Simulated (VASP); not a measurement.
# HfC (Fm-3m) in VASP: notebook, part 2 of 2

VASP 6.6.1. Earlier steps stand in the parts before.

## Step 3: Single point, PBE0+D3(BJ) (15.71 Å³/atom)

This run uses another cell than the first one, of 15.71 Å³/atom.

Contents of POSCAR:

```
HfC
1.0
    0.0000000000      2.5045303250      2.5045303250
    2.5045303250      0.0000000000      2.5045303250
    2.5045303250      2.5045303250      0.0000000000
Hf C
1 1
Direct
    0.5000000000      0.5000000000      0.5000000000
    0.0000000000      0.0000000000      0.0000000000
```

Contents of INCAR.step1:

```
PREC = Accurate
ENCUT = 520
EDIFF = 1E-5
ISMEAR = -1
SIGMA = 0.1
LREAL = F
LASPH = T
NELM = 120
ALGO = Normal
ISIF = 2
LWAVE = T
GGA = PE
NBANDS = 14
GGA_COMPAT = F
```

Contents of INCAR.step2:

```
PREC = Accurate
ENCUT = 520
EDIFF = 1E-6
ISMEAR = -1
SIGMA = 0.1
LREAL = F
LASPH = T
NELM = 120
ALGO = Normal
ISIF = 2
LWAVE = F
LCHARG = T
GGA = PE
LHFCALC = T
AEXX = 0.25
PRECFOCK = Normal
IVDW = 12
LELF = T
LVHAR = T
ISTART = 1
NBANDS = 14
GGA_COMPAT = F
```

Contents of KPOINTS:

```
regular mesh
0
Gamma
  5 5 5
```

Potentials or basis: VASP PAW PBE potentials, release 64 (Hf_pv, C).

Started as:

```sh
cat potpaw_PBE.64/Hf_pv/POTCAR potpaw_PBE.64/C/POTCAR > POTCAR
cp INCAR.step1 INCAR
mpirun -np 1 vasp_std > vasp.out
cp INCAR.step2 INCAR
mpirun -np 1 vasp_std > vasp.out
```

OUTCAR:

```text
PREC = Accurate
   ENCUT = 520
   EDIFF = 1E-6
   ISMEAR = -1
   LREAL = F
   LASPH = T
   NELM = 120
   ISIF = 2
   GGA = PE
   LHFCALC = T
   AEXX = 0.25
   PRECFOCK = Normal
   IVDW = 12
   ISTART = 1
 IVDW          = 12

 ion  position               nearest neighbor table
   1  0.500  0.500  0.500-   2 2.50   2 2.50   2 2.50   2 2.50   2 2.50   2 2.50
   2  0.000  0.000  0.000-   1 2.50   1 2.50   1 2.50   1 2.50   1 2.50   1 2.50

  LATTYP: Found a face centered cubic cell.
 ALAT       =     5.0090606500

  Lattice vectors:

 A1 = (   0.0000000000,   2.5045303250,   2.5045303250)
 A2 = (   2.5045303250,   0.0000000000,   2.5045303250)
 A3 = (   2.5045303250,   2.5045303250,   0.0000000000)

Analysis of symmetry for initial positions (statically):
=====================================================================
 Subroutine PRICEL returns:
 Original cell was already a primitive cell.

 Routine SETGRP: Setting up the symmetry group for a
 face centered cubic supercell.

 Subroutine GETGRP returns: Found 48 space group operations
 (whereof 48 operations were pure point group operations)
 out of a pool of 48 trial point group operations.

The static configuration has the point symmetry O_h .

Analysis of symmetry for dynamics (positions and initial velocities):
=====================================================================
 Subroutine PRICEL returns:
 Original cell was already a primitive cell.

 Routine SETGRP: Setting up the symmetry group for a
 face centered cubic supercell.

 Subroutine GETGRP returns: Found 48 space group operations
 (whereof 48 operations were pure point group operations)
 out of a pool of 48 trial point group operations.

The dynamic configuration has the point symmetry O_h .

 Subroutine INISYM returns: Found 48 space group operations
 (whereof 48 operations are pure point group operations),
 and found     1 'primitive' translations

----------------------------------------------------------------------------------------

                                     Primitive cell

  volume of cell :      31.4202

  direct lattice vectors                    reciprocal lattice vectors
     0.000000000  2.504530325  2.504530325    -0.199638230  0.199638230  0.199638230
     2.504530325  0.000000000  2.504530325     0.199638230 -0.199638230  0.199638230
     2.504530325  2.504530325  0.000000000     0.199638230  0.199638230 -0.199638230

  length of vectors
     3.541940753  3.541940753  3.541940753     0.345783557  0.345783557  0.345783557

  position of ions in fractional coordinates (direct lattice)
     0.500000000  0.500000000  0.500000000
     0.000000000  0.000000000  0.000000000

  ion indices of the primitive-cell ions
   primitive index   ion index
                 1           1
                 2           2

----------------------------------------------------------------------------------------

 KPOINTS: regular mesh

Automatic generation of k-mesh.
 Grid dimensions read from file:
 generate k-points for:    5    5    5

 Generating k-lattice:

  Cartesian coordinates                     Fractional coordinates (reciprocal lattice)
[... 33 lines left out ...]
   NGX,Y,Z   is equivalent  to a cutoff of  13.14, 13.14, 13.14 a.u.
   NGXF,Y,Z  is equivalent  to a cutoff of  26.28, 26.28, 26.28 a.u.
 SYSTEM =  unknown system
   PREC   = accura    normal or accurate (medium, high low for compatibility)
   ISTART =      1    job   : 0-new  1-cont  2-samecut
   ICHARG =      0    charge: 1-file 2-atom 10-const
   ISPIN  =      1    spin polarized calculation?
   LNONCOLLINEAR =      F non collinear calculations
   LSORBIT =      F    spin-orbit coupling
   LASPH  =      T    aspherical Exc in radial PAW
   ENCUT  =  520.0 eV  38.22 Ry    6.18 a.u.   6.59  6.59  6.59*2*pi/ulx,y,z
   NELM   =    120;   NELMIN=  2; NELMDL=  0     # of ELM steps
   EDIFF  = 0.1E-05   stopping-criterion for ELM
   LREAL  =      F    real-space projection
   EDIFFG = 0.1E-04   stopping-criterion for IOM
   NSW    =      0    number of steps for IOM
   IBRION =     -1    ionic relax: 0-MD 1-quasi-New 2-CG
   NFREE  =      0    steps in history (QN), initial steepest desc. (CG)
   ISIF   =      2    stress and relaxation
   ISYM   =      3    0-nonsym 1-usesym 2-fastsym
   POTIM  = 0.5000    time-step for ionic-motion
   TEBEG  =    0.0;   TEEND  =   0.0 temperature during run
   PSTRESS=    0.0 pullay stress
   NELECT =      14.0000    total number of electrons
   NUPDOWN=      -1.0000    fix difference up-down
   EMIN   =  10.00;   EMAX   =-10.00  energy-range for DOS
   EFERMI =   0.00;   METHOD = LEGACY
   ISMEAR =    -1;   SIGMA  =   0.10  broadening in eV -4-tet -1-fermi 0-gaus
   EFERMI_NEDOS =   21; number of points for ismear=-14 and -15
   IALGO  =     38    algorithm
   IMIX   =      1    mixing-type and parameters
     AMIX     =   0.40;   BMIX     =  1.00
     AMIX_MAG =   1.60;   BMIX_MAG =  1.00
  volume/ion in A,a.u.               =      15.71       106.02
  Fermi-wavevector in a.u.,A,eV,Ry     =   1.250397  2.362907 21.272605  1.563492
  Thomas-Fermi vector in A             =   2.384393
   LORBIT       =      0    0 simple, 1 ext, 2 COOP (PROOUT), +10 PAW based schemes
   GGA     = PE    functional components
   LHFCALC =     T    Hartree Fock is set to
   PRECFOCK=normal    Normal, Fast or Accurate (Low or Medium for compatibility)
   ENCUT4O =  -1.0   cutoff for four orbital integrals eV
   NKREDX  =     1    reduce k-point grid by
   NKREDY  =     1    reduce k-point grid by
   NKREDZ  =     1    reduce k-point grid by
   AEXX    =    0.2500 exact exchange contribution
   HFSCREEN=    0.0000 screening length (either q_TF or 0.3 A-1)
   HFSCREENC=   0.0000 screening length for correlation (either q_TF or 0.3 A-1)
   ENCUTFOCK=  -1.0 apply spherical cutoff to Coloumb kernel
   IVDW    =    12    specifies the selected vdW correction
   LEPSILON=     F    determine dielectric tensor
   LRPA    =     F    only Hartree local field effects (RPA)
 non-spin polarized calculation
  energy-cutoff  :      520.00
  volume of cell :       31.42
 maximum number of plane-waves:       872
 NGX is ok and might be reduce to    28
  NGX = 20; NGY = 20; NGZ = 20

 number of electron      13.9999999 magnetization

 Free energy of the ion-electron system (eV)
  ---------------------------------------------------
  ext. energy  EPLUGINS =         0.00000000
  ---------------------------------------------------
  free energy    TOTEN  =       -24.58385784 eV

  energy without entropy =      -24.57159108  energy(sigma->0) =      -24.57772446

 E-fermi :   3.7229     XC(G=0):  -8.8479

 val. band max:        3.6025932494   @ k =   0.2000   0.2000   0.0000
 cond. band min:       5.1115088187   @ k =   0.2000   0.2000   0.0000
 fundamental gap:      1.5089155693
 Fermi energy:         3.7229334852

 k-point     1 :       0.0000    0.0000    0.0000
  band No.  band energies     occupation
      1     -29.1556      2.00000
      2     -29.1556      2.00000
      3     -29.1556      2.00000
      4      -9.0345      2.00000
      5       5.4038      0.00000
      6       5.4038      0.00000
      7       5.4038      0.00000
      8       6.3363      0.00000
      9       6.3363      0.00000
     10       6.3363      0.00000
     11       7.6958      0.00000
     12       7.6958      0.00000
     13       9.7687      0.00000
     14      15.6421      0.00000
[... 139 lines left out ...]
      1     -29.3956      2.00000
      2     -29.3209      2.00000
      3     -29.2465      2.00000
      4      -6.6802      2.00000
      5      -0.2008      2.00000
      6       1.1081      2.00000
      7       1.4401      2.00000
      8       7.3834      0.00000
      9       9.1372      0.00000
     10      10.4194      0.00000
     11      10.4692      0.00000
     12      12.3195      0.00000
     13      15.0193      0.00000
     14      16.3133      0.00000

------------------------ aborting loop because EDIFF is reached ----------------------------------------

 Edisp (eV)   -0.64126

 E8    (eV) :    -0.3670

  FORCE on cell =-STRESS in cart. coord.  units (eV):
  Direction    XX          YY          ZZ          XY          YZ          ZX
  --------------------------------------------------------------------------------------
  -------------------------------------------------------------------------------------
  Total      -8.12851    -8.12851    -8.12851     0.00000     0.00000    -0.00000
  in kB    -414.48864  -414.48864  -414.48864     0.00000     0.00000    -0.00000
  external pressure =     -414.49 kB  Pullay stress =        0.00 kB

 VOLUME and BASIS-vectors are now :
 -----------------------------------------------------------------------------
  energy-cutoff  :      520.00
  volume of cell :       31.42
      direct lattice vectors                 reciprocal lattice vectors
     0.000000000  2.504530325  2.504530325    -0.199638230  0.199638230  0.199638230
     2.504530325  0.000000000  2.504530325     0.199638230 -0.199638230  0.199638230
     2.504530325  2.504530325  0.000000000     0.199638230  0.199638230 -0.199638230

 POSITION                                       TOTAL-FORCE (eV/Angst)
 -----------------------------------------------------------------------------------
      2.50453      2.50453      2.50453         0.000000     -0.000000     -0.000000
      0.00000      0.00000      0.00000        -0.000000      0.000000      0.000000
 -----------------------------------------------------------------------------------
    total drift:                               -0.000000     -0.000000     -0.000000

  FREE ENERGIE OF THE ION-ELECTRON SYSTEM (eV)
  ---------------------------------------------------
  free  energy   TOTEN  =       -25.2251155517 eV

  energy  without entropy=      -25.2128487847  energy(sigma->0) =      -25.21898217
```

Wall time 8.1 min (1 thread of Intel Xeon Platinum 8375C at 2.90GHz (Ice Lake), shared host); peak memory 0.17 GiB.

What came out:

```
Free energy                : -25.2251 eV
Pressure                   : -41.4 GPa
Band gap on the k mesh     : zero (bands 7 and 8 overlap by 2.08 eV)
Dispersion energy per atom : -0.321 eV
```

Caveat: the k points lie up to 0.43 Å⁻¹ apart, too coarse for converged energies and pressures of a metal; the PAW data sets were made with another functional, which shifts forces and pressure a little; spin-orbit coupling is left out, which moves the levels of the heavy elements.
